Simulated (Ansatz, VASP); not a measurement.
## One calculation of Mg, two programs

POSCAR

```
Mg
1.0
    0.0000000000      2.1539565980      2.1539565980
    2.1539565980      0.0000000000      2.1539565980
    2.1539565980      2.1539565980      0.0000000000
Mg
1
Direct
    0.0000000000      0.0000000000      0.0000000000
```

File INCAR.step1:

```
PREC = Accurate
ENCUT = 520
ISMEAR = -1
SIGMA = 0.1
LREAL = False
LASPH = True
NELM = 100
NBANDS = 7
GGA = PE
ALGO = Normal
EDIFF = 1E-4
LWAVE = True
LCHARG = False
```

File INCAR.step2:

```
PREC = Accurate
ENCUT = 520
EDIFF = 1E-6
ISMEAR = -1
SIGMA = 0.1
LREAL = False
LASPH = True
NELM = 100
ALGO = Normal
ISIF = 2
LWAVE = False
LCHARG = False
METAGGA = R2SCAN
LMIXTAU = True
NBANDS = 7
ISTART = 1
```

File KPOINTS:

```
regular mesh
0
Gamma
  14 14 14
```

Input for Ansatz:

```yaml
crystal:
  lattice:
    - [0.0, 2.153956598, 2.153956598]
    - [2.153956598, 0.0, 2.153956598]
    - [2.153956598, 2.153956598, 0.0]
  atoms:
    - { symbol: Mg, position: [0.0, 0.0, 0.0] }
hamiltonian:
  xc: r2scan
  pseudopotentials:
    kind: paw
    azcp:
      Mg: "pseudopotentials/Mg.paw.azcp"
basis:
  ecutwfc: 500
  fft_grid_basis: typed
kpoints:
  mp_grid: { grid: [14, 14, 14], shift: [0, 0, 0] }
magnetization:
  spin_polarized: false
scf:
  occupations: { method: fermi_dirac, width: 0.1 }
  lower_state_search: "off"
output:
  stress: true
```

Alike in both runs: task single point; functional r2SCAN; k mesh 14 × 14 × 14; occupations fermi-dirac, width 0.1 eV; no spin polarisation.

|  | VASP | Ansatz |
| --- | --- | --- |
| version | VASP 6.6.1 | Ansatz 0.2.0 |
| potentials or method | VASP PAW PBE potentials, release 64 (Mg), cutoff 520 eV | plane waves (500 eV) with PAW, scalar-relativistic |
| valence electrons in the cell | 2 | 10 |

```csv
,VASP,Ansatz,Ansatz less VASP
pressure (GPa),6.2,6.4,+0.29
```

VASP's potentials were made for PBE, not for r2SCAN. VASP's potentials hold 2 valence electrons a cell and Ansatz's 10, so a difference there can come from the potentials and not from the codes.
